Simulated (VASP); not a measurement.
Wanted: the native input for a VASP 6.6.1 run.

```
Task                   : single point
Functional             : PBE
Potentials or basis    : VASP PAW PBE potentials, release 64 (Al, Mn_pv)
Cutoff                 : 520 eV
k mesh                 : 12 × 12 × 12
Occupations            : gaussian, width 0.1 eV
Spin                   : collinear spin, zero start
Starting moments       : [0.0, 0.0, 0.0, 0.0] μB
Fixed moment           : 0 μB
Dipole correction      : no
Further INCAR settings : ALGO = Normal; EDIFF = 1e-06; NBANDS = 23
```

The structure of MnAl3 lies in POSCAR:

```
MnAl3
1.0
    0.0000000000      3.0393544795      3.0393544795
    3.0393544795      0.0000000000      3.0393544795
    3.0393544795      3.0393544795      0.0000000000
Al Mn
3 1
Direct
    0.2500000000      0.2500000000      0.2500000000
    0.7500000000      0.7500000000      0.7500000000
    0.5000000000      0.5000000000      0.5000000000
    0.0000000000      0.0000000000      0.0000000000
```

These files were run (other wordings do the same):

INCAR

```
PREC = Accurate
ENCUT = 520
EDIFF = 1E-6
ISMEAR = 0
SIGMA = 0.1
LREAL = False
LASPH = True
NELM = 150
ALGO = Normal
ISIF = 2
LWAVE = False
LCHARG = True
ISPIN = 2
MAGMOM = 0 0 0 0
LORBIT = 11
NUPDOWN = 0.0
LMAXMIX = 4
GGA = PE
LELF = True
LVHAR = True
NBANDS = 23
```

KPOINTS

```
regular mesh
0
Gamma
  12 12 12
```

Potentials or basis: VASP PAW PBE potentials, release 64 (Al, Mn_pv).

Launch:

```console
$ cat potpaw_PBE.64/Al/POTCAR potpaw_PBE.64/Mn_pv/POTCAR > POTCAR
$ mpirun -np 1 vasp_std > vasp.out
```

It gave:

```json
{
 "Pressure": "-2.4 GPa",
 "Net moment": "0.00 μB per cell",
 "Valence electrons inside the program's atomic spheres": "Al 0.79, 0.78; Mn 11.82"
}
```

Caveat: the total moment is fixed, so each spin has its own Fermi level.

Wall time 3.4 min on 1 thread of Intel Xeon 8259CL, with other jobs on the host, peak memory 0.29 GiB.
